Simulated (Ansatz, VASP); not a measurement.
**One calculation of Ta, two programs**

```
CELL_PARAMETERS angstrom
-1.73841 1.73841 1.54249
1.73841 -1.73841 1.54249
1.73841 1.73841 -1.54249
ATOMIC_POSITIONS crystal
Ta 0.00000 0.00000 0.00000
```

Alike in both runs: task single point; functional PBE; k mesh 20 × 20 × 20; occupations gaussian, width 0.15 eV; no spin polarisation.

|  | VASP | Ansatz |
| --- | --- | --- |
| version | VASP 6.6.1 | Ansatz 0.2.0 |
| potentials or method | VASP PAW PBE potentials, release 64 (Ta_pv), cutoff 520 eV | scalar-relativistic, plane waves, PAW |
| valence electrons in the cell | 11 | 13 |

```tsv
	VASP	Ansatz	Ansatz less VASP
gap on the k mesh at the Fermi level (eV)	none	none	-
pressure (GPa)	-2.3	-2.4	-0.05
traceless stress, the component that is largest in VASP (GPa)	4.73	4.73	0.000
```

A gap of «none» marks a metal or a gap that the smearing closes. The functional is the same, so the differences come from potentials, cutoffs and numerics. VASP's potentials hold 11 valence electrons a cell and Ansatz's 13, so a difference there can come from the potentials and not from the codes.

Neither program's run includes spin-orbit coupling.
